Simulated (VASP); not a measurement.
# SiO2 (P4_2/mnm) in VASP: settings compared, part 2 of 2

VASP 6.6.1.

### 3 Single point, r2SCAN

POSCAR

```
SiO2
1.0
    4.1943470000      0.0000000000      0.0000000000
    0.0000000000      4.1943470000      0.0000000000
    0.0000000000      0.0000000000      2.6785480000
Si O
2 4
Direct
    0.0000000000      0.0000000000      0.0000000000
    0.5000000000      0.5000000000      0.5000000000
    0.3060380000      0.3060380000      0.0000000000
    0.6939620000      0.6939620000      0.0000000000
    0.1939620000      0.8060380000      0.5000000000
    0.8060380000      0.1939620000      0.5000000000
```

INCAR.step1

```
PREC     = Accurate       # precision mode
ENCUT    = 520            # plane-wave cutoff, eV
ISMEAR   = -1             # smearing method
SIGMA    = 0.05           # smearing width, eV
LREAL    = False          # projectors in reciprocal space
LASPH    = True           # aspherical terms in the spheres
NELM     = 80             # most SCF steps
NBANDS   = 25             # bands
GGA      = PE             # functional
ALGO     = Normal         # electronic algorithm
EDIFF    = 1E-4           # SCF threshold, eV
LWAVE    = True           # write WAVECAR
LCHARG   = False          # write CHGCAR
```

INCAR.step2

```
PREC     = Accurate       # precision mode
ENCUT    = 520            # plane-wave cutoff, eV
EDIFF    = 1E-6           # SCF threshold, eV
ISMEAR   = -1             # smearing method
SIGMA    = 0.05           # smearing width, eV
LREAL    = False          # projectors in reciprocal space
LASPH    = True           # aspherical terms in the spheres
NELM     = 80             # most SCF steps
ALGO     = Normal         # electronic algorithm
ISIF     = 2              # what is computed and relaxed
LWAVE    = False          # write WAVECAR
LCHARG   = True           # write CHGCAR
METAGGA  = R2SCAN         # meta-GGA
LMIXTAU  = True         
LELF     = True           # ELF
LVHAR    = True         
NBANDS   = 25             # bands
ISTART   = 1
```

KPOINTS

```
regular mesh
0
Gamma
  6 6 9
```

Potentials or basis: VASP PAW PBE potentials, release 64 (Si, O).

Started as:

```
> cat potpaw_PBE.64/Si/POTCAR potpaw_PBE.64/O/POTCAR > POTCAR
> cp INCAR.step1 INCAR
> mpirun -np 1 vasp_std > vasp.out
> cp INCAR.step2 INCAR
> mpirun -np 1 vasp_std > vasp.out
```

OUTCAR:

```text
PREC = Accurate
   ENCUT = 520
   EDIFF = 1E-6
   ISMEAR = -1
   LREAL = False
   LASPH = True
   NELM = 80
   ISIF = 2
   METAGGA = R2SCAN
   ISTART = 1

 ion  position               nearest neighbor table
   1  0.000  0.000  0.000-   5 1.77   6 1.77   5 1.77   6 1.77   3 1.82   4 1.82
   2  0.500  0.500  0.500-   3 1.77   4 1.77   3 1.77   4 1.77   5 1.82   6 1.82
   3  0.306  0.306  0.000-   2 1.77   2 1.77   1 1.82
   4  0.694  0.694  0.000-   2 1.77   2 1.77   1 1.82
   5  0.194  0.806  0.500-   1 1.77   1 1.77   2 1.82
   6  0.806  0.194  0.500-   1 1.77   1 1.77   2 1.82

  LATTYP: Found a simple tetragonal cell.
 ALAT       =     4.1943470000
 C/A-ratio  =     0.6386090612

  Lattice vectors:

 A1 = (   4.1943470000,   0.0000000000,   0.0000000000)
 A2 = (   0.0000000000,   4.1943470000,   0.0000000000)
 A3 = (   0.0000000000,   0.0000000000,   2.6785480000)

Analysis of symmetry for initial positions (statically):
=====================================================================
 Subroutine PRICEL returns:
 Original cell was already a primitive cell.

 Routine SETGRP: Setting up the symmetry group for a
 simple tetragonal supercell.

 Subroutine GETGRP returns: Found 16 space group operations
 (whereof  8 operations were pure point group operations)
 out of a pool of 16 trial point group operations.

The static configuration has the point symmetry D_2h.
 The point group associated with its full space group is D_4h.

Analysis of symmetry for dynamics (positions and initial velocities):
=====================================================================
 Subroutine PRICEL returns:
 Original cell was already a primitive cell.

 Routine SETGRP: Setting up the symmetry group for a
 simple tetragonal supercell.

 Subroutine GETGRP returns: Found 16 space group operations
 (whereof  8 operations were pure point group operations)
 out of a pool of 16 trial point group operations.

The dynamic configuration has the point symmetry D_2h.
 The point group associated with its full space group is D_4h.

 Subroutine INISYM returns: Found 16 space group operations
 (whereof  8 operations are pure point group operations),
 and found     1 'primitive' translations

----------------------------------------------------------------------------------------

                                     Primitive cell

  volume of cell :      47.1225

  direct lattice vectors                    reciprocal lattice vectors
     4.194347000  0.000000000  0.000000000     0.238416135  0.000000000  0.000000000
     0.000000000  4.194347000  0.000000000     0.000000000  0.238416135  0.000000000
     0.000000000  0.000000000  2.678548000     0.000000000  0.000000000  0.373336599

  length of vectors
     4.194347000  4.194347000  2.678548000     0.238416135  0.238416135  0.373336599

  position of ions in fractional coordinates (direct lattice)
     0.000000000  0.000000000  0.000000000
     0.500000000  0.500000000  0.500000000
     0.306038000  0.306038000  0.000000000
     0.693962000  0.693962000  0.000000000
     0.193962000  0.806038000  0.500000000
     0.806038000  0.193962000  0.500000000

  ion indices of the primitive-cell ions
[... 22 lines left out ...]

  Length of vectors
     0.039736022  0.039736022  0.041481844

  Shift w.r.t. Gamma in fractional coordinates (k-lattice)
     0.000000000  0.000000000  0.000000000

 Subroutine IBZKPT returns following result:
 ===========================================

 Found     50 irreducible k-points:

 Following reciprocal coordinates:
            Coordinates               Weight
  0.000000  0.000000  0.000000      1.000000
  0.166667  0.000000  0.000000      4.000000
  0.333333  0.000000  0.000000      4.000000
  0.500000  0.000000  0.000000      2.000000
  0.166667  0.166667  0.000000      4.000000
  0.333333  0.166667  0.000000      8.000000
[... 16 lines left out ...]
  0.333333  0.000000  0.222222      8.000000
  0.500000  0.000000  0.222222      4.000000
 [... further k-points ...]
   k-points           NKPTS =     50   k-points in BZ     NKDIM =     50   number of bands    NBANDS=     25
   number of dos      NEDOS =    301   number of ions     NIONS =      6
   total plane-waves  NPLWV =  20480
   dimension x,y,z NGX =    32 NGY =   32 NGZ =   20
   dimension x,y,z NGXF=    64 NGYF=   64 NGZF=   40
   ions per type =               2   4
   NGX,Y,Z   is equivalent  to a cutoff of  12.68, 12.68, 12.41 a.u.
   NGXF,Y,Z  is equivalent  to a cutoff of  25.37, 25.37, 24.83 a.u.
 SYSTEM =  unknown system
   PREC   = accura    normal or accurate (medium, high low for compatibility)
   ISTART =      1    job   : 0-new  1-cont  2-samecut
   ICHARG =      0    charge: 1-file 2-atom 10-const
   ISPIN  =      1    spin polarized calculation?
   LNONCOLLINEAR =      F non collinear calculations
   LSORBIT =      F    spin-orbit coupling
   LASPH  =      T    aspherical Exc in radial PAW
   ENCUT  =  520.0 eV  38.22 Ry    6.18 a.u.   7.80  7.80  4.98*2*pi/ulx,y,z
   NELM   =     80;   NELMIN=  2; NELMDL=  0     # of ELM steps
   EDIFF  = 0.1E-05   stopping-criterion for ELM
   LREAL  =      F    real-space projection
[... 7 lines left out ...]
   TEBEG  =    0.0;   TEEND  =   0.0 temperature during run
   PSTRESS=    0.0 pullay stress
   NELECT =      32.0000    total number of electrons
   NUPDOWN=      -1.0000    fix difference up-down
   EMIN   =  10.00;   EMAX   =-10.00  energy-range for DOS
   EFERMI =   0.00;   METHOD = LEGACY
   ISMEAR =    -1;   SIGMA  =   0.05  broadening in eV -4-tet -1-fermi 0-gaus
   EFERMI_NEDOS =   21; number of points for ismear=-14 and -15
   IALGO  =     38    algorithm
   IMIX   =      4    mixing-type and parameters
     AMIX     =   0.40;   BMIX     =  1.00
     AMIX_MAG =   1.60;   BMIX_MAG =  1.00
  volume/ion in A,a.u.               =       7.85        53.00
  Fermi-wavevector in a.u.,A,eV,Ry     =   1.438960  2.719240 28.172310  2.070606
  Thomas-Fermi vector in A             =   2.557869
   LORBIT       =      0    0 simple, 1 ext, 2 COOP (PROOUT), +10 PAW based schemes
   METAGGA = R2SCAN    functional components
   LHFCALC =     F    Hartree Fock is set to
   AEXX    =    0.0000 exact exchange contribution
   IVDW    =     0    specifies the selected vdW correction
   LEPSILON=     F    determine dielectric tensor
   LRPA    =     F    only Hartree local field effects (RPA)
 non-spin polarized calculation
  energy-cutoff  :      520.00
  volume of cell :       47.12
 maximum number of plane-waves:      1281
 NGX is ok and might be reduce to    32
   NGX = 15   NGY = 15   NGZ =  9

 number of electron      31.9999977 magnetization

 Free energy of the ion-electron system (eV)
  ---------------------------------------------------
  ext. energy  EPLUGINS =         0.00000000
  ---------------------------------------------------
  free energy    TOTEN  =       -58.78430420 eV

  energy without entropy =      -58.78430420  energy(sigma->0) =      -58.78430420

 E-fermi :   8.5879     XC(G=0): -12.8244

 val. band max:        7.6816460118   @ k =   0.0000   0.0000   0.0000
 cond. band min:      14.0332959430   @ k =   0.0000   0.0000   0.0000
 fundamental gap:      6.3516499312
 Fermi energy:         8.5878743196

 k-point     1 :       0.0000    0.0000    0.0000
  band No.  band energies     occupation
      1     -15.7641      2.00000
      2     -12.2200      2.00000
      3     -12.2200      2.00000
      4     -11.9572      2.00000
      5      -3.3038      2.00000
      6       1.2264      2.00000
[... 661 lines left out ...]
     24      21.4424      0.00000
     25      22.6660      0.00000

 [... further k-points ...]

------------------------ aborting loop because EDIFF is reached ----------------------------------------

  FORCE on cell =-STRESS in cart. coord.  units (eV):
  Direction    XX          YY          ZZ          XY          YZ          ZX
  --------------------------------------------------------------------------------------
  -------------------------------------------------------------------------------------
  Total       -0.6669983     -0.6669983     -0.7697572      0.0000000      0.0000000      0.0000000
  in kB      -22.6781252    -22.6781252    -26.1719584      0.0000000      0.0000000      0.0000000
  external PRESSURE =     -23.8427363 kB  Pullay stress =       0.0000000 kB

 VOLUME and BASIS-vectors are now :
 -----------------------------------------------------------------------------
  energy-cutoff  :      520.00
  volume of cell :       47.12
      direct lattice vectors                 reciprocal lattice vectors
     4.194347000  0.000000000  0.000000000     0.238416135  0.000000000  0.000000000
     0.000000000  4.194347000  0.000000000     0.000000000  0.238416135  0.000000000
     0.000000000  0.000000000  2.678548000     0.000000000  0.000000000  0.373336599

 POSITION                                       TOTAL-FORCE (eV/Angst)
 -----------------------------------------------------------------------------------
      0.00000      0.00000      0.00000         0.000000     -0.000000      0.000000
      2.09717      2.09717      1.33927         0.000000     -0.000000      0.000000
      1.28363      1.28363      0.00000         0.025855      0.025855     -0.000000
      2.91072      2.91072      0.00000        -0.025855     -0.025855      0.000000
      0.81354      3.38080      1.33927        -0.025855      0.025855      0.000000
      3.38080      0.81354      1.33927         0.025855     -0.025855      0.000000
 -----------------------------------------------------------------------------------
    total drift:                                0.000000     -0.000000      0.000000

  FREE ENERGIE OF THE ION-ELECTRON SYSTEM (eV)
  ---------------------------------------------------
  free  energy   TOTEN  =       -58.7843042011 eV

  energy  without entropy=      -58.7843042010  energy(sigma->0) =      -58.78430420
```

Run time: 83 s. Hardware: 1 thread of Intel Xeon Platinum 8488C (Sapphire Rapids), shared host; peak memory 0.17 GiB.

What came out:

```yaml
Free_energy: -58.7843 eV
Pressure: -2.4 GPa
Largest_force: 0.037 eV/Å
Band_gap_on_the_k_mesh: 6.35 eV, direct
```

Forces on the atoms (eV/Å):
```
Si   0.000  0.000  0.000
Si   0.000  0.000  0.000
O    0.026  0.026  0.000
O   -0.026 -0.026  0.000
O   -0.026  0.026  0.000
O    0.026 -0.026  0.000
```

Levels at points of the mesh, in eV from the valence-band top:
```
           k point  band 13  band 14  band 15  band 16  band 17  band 18  band 19  band 20
(0.00, 0.00, 0.00)    -2.51    -0.88    -0.88     0.00     6.35     7.58     9.38     9.38
(0.50, 0.00, 0.00)    -2.70    -2.70    -1.07    -1.07     8.57     8.57     9.96     9.96
(0.50, 0.50, 0.00)    -2.67    -2.67    -2.29    -2.29     8.28     8.28    10.95    10.95
```

Caveat: the PAW data sets were made with another functional, which shifts forces and pressure a little.
